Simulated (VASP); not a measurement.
A run of VASP 6.6.1 is set up as follows.

The input INCAR:

```
PREC = Accurate
ENCUT = 600
EDIFF = 1E-7
ISMEAR = -1
SIGMA = 0.05
LREAL = F
LASPH = T
NELM = 80
ALGO = Normal
ISIF = 3
LWAVE = F
LCHARG = F
GGA = PE
IBRION = 2
NSW = 45
EDIFFG = -0.005
```

KPOINTS

```
regular mesh
0
Gamma
  13 13 13
```

The input POSCAR:

```
Sn
1.0
    3.0884268036      0.0000000000      0.0000000000
    0.0000000000      3.0884268036      0.0000000000
    0.0000000000      0.0000000000      3.0884268036
Sn
1
Direct
    0.0000000000      0.0000000000      0.0000000000
```

Potentials or basis: VASP PAW PBE potentials, release 64 (Sn_d).

The run is started by

```console
$ cat potpaw_PBE.64/Sn_d/POTCAR > POTCAR
$ mpirun -np 1 vasp_std > vasp.out
```

Problem. Predict the band gap on the k mesh.

Solution. Zero (band 7 reaches 12.18 eV, above the bottom of band 8 at 5.04 eV).

Final structure:
```
Sn
1.0
     3.08843    0.00000    0.00000
     0.00000    3.08843    0.00000
     0.00000    0.00000    3.08843
Sn
1
Cartesian
  0.0000 0.0000 0.0000
```

Caveat: the relaxation stopped at its first step, so nothing moved; spin-orbit coupling is left out, which moves the levels of the heavy elements.
